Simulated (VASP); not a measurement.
# ZnSe (P4/nmm) in VASP: a series of runs, part 2 of 2

VASP 6.6.1. Earlier steps stand in the parts before.

**3. Single point, LDA (atoms shifted along a free coordinate)**

INCAR reads:

```
SYSTEM = ZnSe
  PREC = Accurate
  ENCUT = 520
  EDIFF = 1E-6
  ISMEAR = 0
  SIGMA = 0.05
  LREAL = .FALSE.
  LASPH = .TRUE.
  NELM = 60
  ALGO = Normal
  ISIF = 2
  LWAVE = .FALSE.
  LCHARG = .FALSE.
  GGA = CA
  NBANDS = 26
```

KPOINTS reads:

```
regular mesh
0
G
  8 8 6
  0 0 0
```

POSCAR reads:

```
ZnSe
1.0
    3.9827722569      0.0000000000      0.0000000000
    0.0000000000      3.9827722569      0.0000000000
    0.0000000000      0.0000000000      5.2564395555
Zn Se
2 2
Direct
    0.0000000000      0.0000000000      0.0000000000
    0.5000000000      0.5000000000      0.0000000000
    0.0000000000      0.5000000000      0.2608314992
    0.5000000000      0.0000000000      0.7391685008
```

Potentials or basis: VASP PAW LDA potentials, release 64 (Zn, Se).

The run is started by

```
$ cat potpaw_LDA.64/Zn/POTCAR potpaw_LDA.64/Se/POTCAR > POTCAR
$ mpirun -np 1 vasp_std > vasp.out
```

OUTCAR:

```text
SYSTEM = ZnSe
   PREC = Accurate
   ENCUT = 520
   EDIFF = 1E-6
   ISMEAR = 0
   LREAL = .FALSE.
   LASPH = .TRUE.
   NELM = 60
   ISIF = 2
   GGA = CA

 ion  position               nearest neighbor table
   1  0.000  0.000  0.000-   3 2.42   4 2.42   3 2.42   4 2.42   2 2.82   2 2.82   2 2.82   2 2.82

   2  0.500  0.500  0.000-   3 2.42   4 2.42   4 2.42   3 2.42   1 2.82   1 2.82   1 2.82   1 2.82

   3  0.000  0.500  0.261-   1 2.42   2 2.42   1 2.42   2 2.42
   4  0.500  0.000  0.739-   1 2.42   2 2.42   2 2.42   1 2.42

  LATTYP: Found a simple tetragonal cell.
 ALAT       =     3.9827722569
 C/A-ratio  =     1.3197941575

  Lattice vectors:

 A1 = (   3.9827722569,   0.0000000000,   0.0000000000)
 A2 = (   0.0000000000,   3.9827722569,   0.0000000000)
 A3 = (   0.0000000000,   0.0000000000,   5.2564395555)

Analysis of symmetry for initial positions (statically):
=====================================================================
 Subroutine PRICEL returns:
 Original cell was already a primitive cell.

 Routine SETGRP: Setting up the symmetry group for a
 simple tetragonal supercell.

 Subroutine GETGRP returns: Found 16 space group operations
 (whereof  8 operations were pure point group operations)
 out of a pool of 16 trial point group operations.

The static configuration has the point symmetry D_2d.
 The point group associated with its full space group is D_4h.

Analysis of symmetry for dynamics (positions and initial velocities):
=====================================================================
 Subroutine PRICEL returns:
 Original cell was already a primitive cell.

 Routine SETGRP: Setting up the symmetry group for a
 simple tetragonal supercell.

 Subroutine GETGRP returns: Found 16 space group operations
 (whereof  8 operations were pure point group operations)
 out of a pool of 16 trial point group operations.

The dynamic configuration has the point symmetry D_2d.
 The point group associated with its full space group is D_4h.

 Subroutine INISYM returns: Found 16 space group operations
 (whereof  8 operations are pure point group operations),
 and found     1 'primitive' translations

----------------------------------------------------------------------------------------

                                     Primitive cell

  volume of cell :      83.3801

  direct lattice vectors                    reciprocal lattice vectors
     3.982772257  0.000000000  0.000000000     0.251081391  0.000000000  0.000000000
     0.000000000  3.982772257  0.000000000     0.000000000  0.251081391  0.000000000
     0.000000000  0.000000000  5.256439556     0.000000000  0.000000000  0.190242842

  length of vectors
     3.982772257  3.982772257  5.256439556     0.251081391  0.251081391  0.190242842

  position of ions in fractional coordinates (direct lattice)
     0.000000000  0.000000000  0.000000000
     0.500000000  0.500000000  0.000000000
     0.000000000  0.500000000  0.260831499
     0.500000000  0.000000000  0.739168501

  ion indices of the primitive-cell ions
   primitive index   ion index
                 1           1
                 2           2
                 3           3
                 4           4

----------------------------------------------------------------------------------------
[... 27 lines left out ...]
  0.000000  0.000000  0.000000      1.000000
  0.125000  0.000000  0.000000      4.000000
  0.250000  0.000000  0.000000      4.000000
  0.375000  0.000000  0.000000      4.000000
  0.500000  0.000000  0.000000      2.000000
  0.125000  0.125000  0.000000      4.000000
[... 16 lines left out ...]
  0.375000  0.125000  0.166667     16.000000
  0.500000  0.125000  0.166667      8.000000
 [... further k-points ...]
   k-points           NKPTS =     60   k-points in BZ     NKDIM =     60   number of bands    NBANDS=     26
   number of dos      NEDOS =    301   number of ions     NIONS =      4
   total plane-waves  NPLWV =  36000
   dimension x,y,z NGX =    30 NGY =   30 NGZ =   40
   dimension x,y,z NGXF=    60 NGYF=   60 NGZF=   80
   ions per type =               2   2
   NGX,Y,Z   is equivalent  to a cutoff of  12.52, 12.52, 12.65 a.u.
   NGXF,Y,Z  is equivalent  to a cutoff of  25.04, 25.04, 25.30 a.u.
 SYSTEM =  ZnSe
   PREC   = accura    normal or accurate (medium, high low for compatibility)
   ISTART =      0    job   : 0-new  1-cont  2-samecut
   ICHARG =      2    charge: 1-file 2-atom 10-const
   ISPIN  =      1    spin polarized calculation?
   LNONCOLLINEAR =      F non collinear calculations
   LSORBIT =      F    spin-orbit coupling
   LASPH  =      T    aspherical Exc in radial PAW
   ENCUT  =  520.0 eV  38.22 Ry    6.18 a.u.   7.41  7.41  9.77*2*pi/ulx,y,z
   NELM   =     60;   NELMIN=  2; NELMDL= -5     # of ELM steps
   EDIFF  = 0.1E-05   stopping-criterion for ELM
   LREAL  =      F    real-space projection
   EDIFFG = 0.1E-04   stopping-criterion for IOM
   NSW    =      0    number of steps for IOM
   IBRION =     -1    ionic relax: 0-MD 1-quasi-New 2-CG
   NFREE  =      0    steps in history (QN), initial steepest desc. (CG)
   ISIF   =      2    stress and relaxation
   ISYM   =      2    0-nonsym 1-usesym 2-fastsym
   POTIM  = 0.5000    time-step for ionic-motion
   TEBEG  =    0.0;   TEEND  =   0.0 temperature during run
   PSTRESS=    0.0 pullay stress
   NELECT =      36.0000    total number of electrons
   NUPDOWN=      -1.0000    fix difference up-down
   EMIN   =  10.00;   EMAX   =-10.00  energy-range for DOS
   EFERMI =   0.00;   METHOD = LEGACY
   ISMEAR =     0;   SIGMA  =   0.05  broadening in eV -4-tet -1-fermi 0-gaus
   EFERMI_NEDOS =   21; number of points for ismear=-14 and -15
   IALGO  =     38    algorithm
   IMIX   =      4    mixing-type and parameters
     AMIX     =   0.40;   BMIX     =  1.00
     AMIX_MAG =   1.60;   BMIX_MAG =  1.00
  volume/ion in A,a.u.               =      20.85       140.67
  Fermi-wavevector in a.u.,A,eV,Ry     =   1.237337  2.338229 20.830570  1.531004
  Thomas-Fermi vector in A             =   2.371909
   LORBIT       =      0    0 simple, 1 ext, 2 COOP (PROOUT), +10 PAW based schemes
   GGA     = CA    functional components
   LHFCALC =     F    Hartree Fock is set to
   AEXX    =    0.0000 exact exchange contribution
   IVDW    =     0    specifies the selected vdW correction
   LEPSILON=     F    determine dielectric tensor
   LRPA    =     F    only Hartree local field effects (RPA)
 non-spin polarized calculation
 Gauss-broadening in eV      SIGMA  =   0.05
  energy-cutoff  :      520.00
  volume of cell :       83.38
 maximum number of plane-waves:      2283
 NGX is ok and might be reduce to    30
   NGX = 15   NGY = 15   NGZ = 19

 number of electron      36.0000051 magnetization

 Free energy of the ion-electron system (eV)
  ---------------------------------------------------
  ext. energy  EPLUGINS =         0.00000000
  ---------------------------------------------------
  free energy    TOTEN  =       -13.90621706 eV

  energy without entropy =      -13.90621706  energy(sigma->0) =      -13.90621706

 E-fermi :   2.6387     XC(G=0): -10.0692

 val. band max:        2.4377813251   @ k =   0.0000   0.0000   0.0000
 cond. band min:       3.7404621935   @ k =   0.0000   0.0000   0.0000
 fundamental gap:      1.3026808684
 Fermi energy:         2.6387326552

 k-point     1 :       0.0000    0.0000    0.0000
  band No.  band energies     occupation
      1     -11.7500      2.00000
      2     -10.2811      2.00000
      3      -5.2089      2.00000
      4      -5.1756      2.00000
      5      -5.1073      2.00000
      6      -5.1073      2.00000
[... 685 lines left out ...]
     25      11.1764      0.00000
     26      11.1764      0.00000

 [... further k-points ...]

------------------------ aborting loop because EDIFF is reached ----------------------------------------

  FORCE on cell =-STRESS in cart. coord.  units (eV):
  Direction    XX          YY          ZZ          XY          YZ          ZX
  --------------------------------------------------------------------------------------
  -------------------------------------------------------------------------------------
  Total        2.3239340      2.3239340      2.9722181      0.0000000      0.0000000      0.0000000
  in kB       44.6551704     44.6551704     57.1121657      0.0000000      0.0000000      0.0000000
  external PRESSURE =      48.8075022 kB  Pullay stress =       0.0000000 kB

 VOLUME and BASIS-vectors are now :
 -----------------------------------------------------------------------------
  energy-cutoff  :      520.00
  volume of cell :       83.38
      direct lattice vectors                 reciprocal lattice vectors
     3.982772257  0.000000000  0.000000000     0.251081391  0.000000000  0.000000000
     0.000000000  3.982772257  0.000000000     0.000000000  0.251081391  0.000000000
     0.000000000  0.000000000  5.256439556     0.000000000  0.000000000  0.190242842

 POSITION                                       TOTAL-FORCE (eV/Angst)
 -----------------------------------------------------------------------------------
      0.00000      0.00000      0.00000         0.000000      0.000000     -0.000000
      1.99139      1.99139      0.00000        -0.000000     -0.000000     -0.000000
      0.00000      1.99139      1.37105         0.000000      0.000000      1.197938
      1.99139      0.00000      3.88539         0.000000     -0.000000     -1.197938
 -----------------------------------------------------------------------------------
    total drift:                                0.000000      0.000000      0.000000

  FREE ENERGIE OF THE ION-ELECTRON SYSTEM (eV)
  ---------------------------------------------------
  free  energy   TOTEN  =       -13.9062170564 eV

  energy  without entropy=      -13.9062170564  energy(sigma->0) =      -13.90621706
```

stdout:

```text
POSCAR found type information on POSCAR ZnSe
 POSCAR found :  2 types and       4 ions
 scaLAPACK will be used
 LDA part: xc-table for (Slater(with rela. corr.)+CA(PZ))
 , standard interpolation
 POSCAR, INCAR and KPOINTS ok, starting setup
 FFT: planning ... GRIDC
 FFT: planning ... GRID_SOFT
 FFT: planning ... GRID
 WAVECAR not read
 entering main loop
```

Run time: 2.5 min. Hardware: 1 thread of Intel Xeon 8259CL, shared host; peak memory 0.23 GiB.

Results:

```yaml
Free_energy: -13.9062 eV
Pressure: 4.9 GPa
Largest_force: 1.198 eV/Å
Band_gap_on_the_k_mesh: 1.30 eV
```

Forces on the atoms (eV/Å):
```
Zn   0.000  0.000  0.000
Zn   0.000  0.000  0.000
Se   0.000  0.000  1.198
Se   0.000  0.000 -1.198
```

Caveat: the cell differs from its parent crystal (atoms shifted along a free coordinate); the cell stands under pressure; forces of over 1 eV/Å act on the atoms, so gaps and moduli don't describe the material at rest. A k mesh can miss the band edges.

**4. Single point, LDA (atoms shifted along a free coordinate)**

INCAR reads:

```
ALGO = Normal
EDIFF = 1E-6
ENCUT = 520
GGA = CA
ISIF = 2
ISMEAR = 0
LASPH = T
LCHARG = T
LELF = T
LREAL = F
LVHAR = T
LWAVE = F
NBANDS = 26
NELM = 80
PREC = Accurate
SIGMA = 0.05
```

KPOINTS reads:

```
k-points
0
Gamma
  8 8 6
```

Edit POSCAR of step 3 so:

```diff
@@ -10,3 +10,3 @@
     0.5000000000      0.5000000000      0.0000000000
-    0.0000000000      0.5000000000      0.2608314992
-    0.5000000000      0.0000000000      0.7391685008
+    0.0000000000      0.5000000000      0.2419974579
+    0.5000000000      0.0000000000      0.7580025421
```

Potentials or basis: VASP PAW LDA potentials, release 64 (Zn, Se).

The run is started by

```
$ cat potpaw_LDA.64/Zn/POTCAR potpaw_LDA.64/Se/POTCAR > POTCAR
$ mpirun -np 1 vasp_std > vasp.out
```

OUTCAR:

```text
EDIFF = 1E-6
   ENCUT = 520
   GGA = CA
   ISIF = 2
   ISMEAR = 0
   LASPH = T
   LREAL = F
   NELM = 80
   PREC = Accurate

 ion  position               nearest neighbor table
   1  0.000  0.000  0.000-   3 2.36   4 2.36   3 2.36   4 2.36   2 2.82   2 2.82   2 2.82   2 2.82

   2  0.500  0.500  0.000-   3 2.36   4 2.36   4 2.36   3 2.36   1 2.82   1 2.82   1 2.82   1 2.82

   3  0.000  0.500  0.242-   1 2.36   2 2.36   1 2.36   2 2.36
[... 900 lines left out ...]
  FORCE on cell =-STRESS in cart. coord.  units (eV):
  Direction    XX          YY          ZZ          XY          YZ          ZX
  --------------------------------------------------------------------------------------
  -------------------------------------------------------------------------------------
  Total        5.1094071      5.1094071      5.4920367      0.0000000      0.0000000      0.0000000
  in kB       98.1789695     98.1789695    105.5313250      0.0000000      0.0000000      0.0000000
  external PRESSURE =     100.6297547 kB  Pullay stress =       0.0000000 kB

 VOLUME and BASIS-vectors are now :
 -----------------------------------------------------------------------------
  energy-cutoff  :      520.00
  volume of cell :       83.38
      direct lattice vectors                 reciprocal lattice vectors
     3.982772257  0.000000000  0.000000000     0.251081391  0.000000000  0.000000000
     0.000000000  3.982772257  0.000000000     0.000000000  0.251081391  0.000000000
     0.000000000  0.000000000  5.256439556     0.000000000  0.000000000  0.190242842

 POSITION                                       TOTAL-FORCE (eV/Angst)
 -----------------------------------------------------------------------------------
      0.00000      0.00000      0.00000        -0.000000      0.000000      0.000000
      1.99139      1.99139      0.00000         0.000000     -0.000000      0.000000
      0.00000      1.99139      1.27205         0.000000      0.000000      2.379069
      1.99139      0.00000      3.98439        -0.000000      0.000000     -2.379069
 -----------------------------------------------------------------------------------
    total drift:                                0.000000      0.000000      0.000000

  FREE ENERGIE OF THE ION-ELECTRON SYSTEM (eV)
  ---------------------------------------------------
  free  energy   TOTEN  =       -13.5523746940 eV

  energy  without entropy=      -13.5523746940  energy(sigma->0) =      -13.55237469
```

stdout:

```text
POSCAR found type information on POSCAR ZnSe
 POSCAR found :  2 types and       4 ions
 scaLAPACK will be used
 LDA part: xc-table for (Slater(with rela. corr.)+CA(PZ))
 , standard interpolation
 POSCAR, INCAR and KPOINTS ok, starting setup
 FFT: planning ... GRIDC
 FFT: planning ... GRID_SOFT
 FFT: planning ... GRID
 WAVECAR not read
 entering main loop
```

It took 1.8 min on 1 thread of Intel Xeon 8259CL, shared host; peak memory 0.23 GiB.

What came out:

```yaml
Free_energy: -13.5524 eV
Pressure: 10.1 GPa
Largest_force: 2.379 eV/Å
Band_gap_on_the_k_mesh: 0.95 eV
```

Forces on the atoms (eV/Å):
```
Zn   0.000  0.000  0.000
Zn   0.000  0.000  0.000
Se   0.000  0.000  2.379
Se   0.000  0.000 -2.379
```

Stress tensor (GPa, compression positive):
```
 9.82  0.00  0.00
 0.00  9.82  0.00
 0.00  0.00 10.55
```

Caveat: the cell differs from its parent crystal (atoms shifted along a free coordinate); the cell stands under pressure; forces of over 1 eV/Å act on the atoms, so gaps and moduli don't describe the material at rest. A k mesh can miss the band edges.

**5. Overview**

| cell | gap on the mesh (eV) | pressure (GPa) | largest force (eV/Å) |
| --- | --- | --- | --- |
| as given, atomic positions A | 1.20 | -3.1 | 0.95 |
| as given, atomic positions B | 1.30 | 4.9 | 1.20 |
| as given, atomic positions C | 0.95 | 10.1 | 2.38 |

Alike in all rows: task single point; level LDA; potentials or basis VASP PAW LDA potentials, release 64 (Zn, Se); no spin polarisation; k mesh 8 × 8 × 6; cutoff (eV) 520; smearing gaussian 0.05 eV.

Caveats: the cell stands under pressure (at least some runs); forces of over 1 eV/Å act on the atoms, so gaps and moduli don't describe the material at rest (at least some runs); the cell stands under tension (at least some runs).

Absolute energies hang on the potentials; compare differences alone.
